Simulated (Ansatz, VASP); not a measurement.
One calculation of BeTeS3, two programs

```
Be Te S
1.0
     3.56920    0.00000    0.00000
    -1.78460    3.09102    0.00000
     0.00000    0.00000   11.81301
Be Te S
1 1 3
Direct
  0.33333 0.66667 0.50000
  0.66667 0.33333 0.00000
  0.00000 0.00000 0.85208
  0.00000 0.00000 0.14792
  0.66667 0.33333 0.50000
```

Change from the starting cell: species swapped into the GaNi3As type (P-6m2, No. 187).

Alike in both runs: task relaxation of cell and atoms; functional PBE; k mesh 12 × 12 × 4; occupations gaussian, width 0.02 eV; no spin polarisation.

```csv
,VASP,Ansatz
version,VASP 6.6.1,Ansatz 0.2.0
potentials or method,"VASP PAW PBE potentials, release 64 (Be, Te, S), cutoff 600 eV","scalar-relativistic, plane waves, PAW"
valence electrons in the cell,26,36
```

|  | VASP | Ansatz | Ansatz less VASP |
| --- | --- | --- | --- |
| gap on the k mesh at the Fermi level, each at its own relaxed structure (eV) | 0.55 | 0.55 | +0.004 |
| relaxed volume (Å³/atom) | 26.02 | 26.07 | +0.041 |
| relaxed length of the cell vector where the two differ most in proportion (Å) | 11.806 | 11.813 | +0.0070 |

VASP's potentials hold 26 valence electrons a cell and Ansatz's 36, so a difference there can come from the potentials and not from the codes.

Neither program's run includes spin-orbit coupling.
